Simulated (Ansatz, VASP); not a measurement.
# Two plane-wave programs on CdS

```
Cd S
1.0
     0.00000    2.89693    2.89693
     2.89693    0.00000    2.89693
     2.89693    2.89693    0.00000
Cd S
1 1
Cartesian
  0.0000 0.0000 0.0000
  4.3454 4.3454 4.3454
```

Alike in both runs: task single point; functional BHLYP; k mesh 4 × 4 × 4; occupations fermi-dirac, width 0.05 eV; no spin polarisation.

|  | VASP | Ansatz |
| --- | --- | --- |
| version | VASP 6.6.1 | Ansatz 0.2.0 |
| potentials or method | VASP PAW PBE potentials, release 64 (Cd, S) | Ansatz PAW |
| plane-wave cutoff (eV) | 520 | 420 |
| valence electrons in the cell | 18 | 26 |

```csv
,VASP,Ansatz,Ansatz less VASP
gap on the k mesh at the Fermi level (eV),4.77,4.69,-0.086
least direct gap on the mesh (eV),4.77,4.69,-0.086
pressure (GPa),5.3,5.1,-0.13
```

VASP's potentials were made for PBE, not for BHLYP. VASP's potentials hold 18 valence electrons a cell and Ansatz's 26, so a difference there can come from the potentials and not from the codes.

The k mesh is coarse, so the values compare programs but aren't converged.
